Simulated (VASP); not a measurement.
A run of VASP 6.6.1 is set up as follows.

Contents of POSCAR:

```
Se
1.0
    2.0319783785      1.1731632638      1.6497116095
   -2.0319783785      1.1731632638      1.6497116095
    0.0000000000     -2.3463265276      1.6497116095
Se
1
Direct
    0.0000000000      0.0000000000      0.0000000000
```

Contents of INCAR.step1:

```
SYSTEM = Se
PREC = Accurate
ENCUT = 520
ISMEAR = 0
SIGMA = 0.1
LREAL = .False.
LASPH = .True.
NELM = 80
NBANDS = 9
GGA = PE
ALGO = Normal
EDIFF = 1E-4
LWAVE = .True.
LCHARG = .False.
```

Contents of INCAR.step2:

```
SYSTEM = Se
PREC = Accurate
ENCUT = 520
EDIFF = 1E-6
ISMEAR = 0
SIGMA = 0.1
LREAL = .False.
LASPH = .True.
NELM = 80
ALGO = Normal
ISIF = 2
LWAVE = .False.
LCHARG = .False.
METAGGA = R2SCAN
LMIXTAU = .True.
NBANDS = 9
ISTART = 1
```

Contents of KPOINTS:

```
Automatic mesh
0
Gamma
  15 15 15
  0 0 0
```

Potentials or basis: VASP PAW PBE potentials, release 64 (Se).

Run with:

```sh
$ cat potpaw_PBE.64/Se/POTCAR > POTCAR
$ cp INCAR.step1 INCAR
$ mpirun -np 1 vasp_std > vasp.out
$ cp INCAR.step2 INCAR
$ mpirun -np 1 vasp_std > vasp.out
```

(1) Predict the pressure.

(2) Estimate the band gap on the k mesh.

Results:

(1) -4.0 GPa.

(2) zero (bands 3 and 4 overlap by 6.05 eV).

Caveat: the cell stands under tension; the PAW data sets were made with another functional, which shifts forces and pressure a little.
